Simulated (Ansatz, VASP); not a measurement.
## Two plane-wave programs on CuAs

INCAR

```
PREC = Accurate ; ENCUT = 520
EDIFF = 1E-6 ; ISMEAR = 0
SIGMA = 0.15 ; LREAL = False
LASPH = True ; NELM = 60
ALGO = Normal ; ISIF = 2
LWAVE = False ; LCHARG = True
LELF = True ; LVHAR = True
NBANDS = 24
```

Contents of KPOINTS:

```
regular mesh
0
Gamma
  12 12 8
```

Contents of POSCAR:

```
CuAs
1.0
    4.0443000000      0.0000000000      0.0000000000
   -2.0221500000      3.5024665405      0.0000000000
    0.0000000000      0.0000000000      4.4694000000
Cu As
2 2
Direct
    0.0000000000      0.0000000000      0.5000000000
    0.0000000000      0.0000000000      0.0000000000
    0.6666666667      0.3333333333      0.7500000000
    0.3333333333      0.6666666667      0.2500000000
```

Input for Ansatz:

```yaml
crystal:
  lattice:
    - [4.0443, 0.0, 0.0]
    - [-2.02215, 3.5024665405, 0.0]
    - [0.0, 0.0, 4.4694]
  atoms:
    - { symbol: Cu, position: [0.0, 0.0, 0.5] }
    - { symbol: Cu, position: [0.0, 0.0, 0.0] }
    - { symbol: As, position: [0.6666666667, 0.3333333333, 0.75] }
    - { symbol: As, position: [0.3333333333, 0.6666666667, 0.25] }
basis:
  ecutwfc: 520.0
kpoints:
  mp_grid: { grid: [12, 12, 8] }
hamiltonian:
  xc: lda
scf:
  occupations: { method: gaussian, width: 0.15 }
output:
  forces: true
  stress: true
  eigenvalues: true
```

Alike in both runs: task single point; functional LDA; k mesh 12 × 12 × 8; occupations gaussian, width 0.15 eV; no spin polarisation.

|  | VASP | Ansatz |
| --- | --- | --- |
| version | VASP 6.6.1 | Ansatz 0.2.0 |
| potentials or method | VASP PAW LDA potentials, release 64 (Cu, As), cutoff 520 eV | scalar-relativistic, plane waves, PAW |
| valence electrons in the cell | 32 | 68 |

Ansatz gave:

```
gap on the k mesh at the Fermi level (eV)                     : none
pressure (GPa)                                                : -3.7
traceless stress, the component that is largest in VASP (GPa) : 15.23
```

Question: Estimate VASP's values.

Answer: gap on the k mesh at the Fermi level (eV): none; pressure (GPa): -3.3; traceless stress, the component that is largest in VASP (GPa): 15.23.

LDA's correlation is that of Perdew and Zunger in VASP and of Perdew and Wang (1992) in Ansatz. A gap of «none» marks a metal or a gap that the smearing closes. VASP's potentials hold 32 valence electrons a cell and Ansatz's 68, so a difference there can come from the potentials and not from the codes.
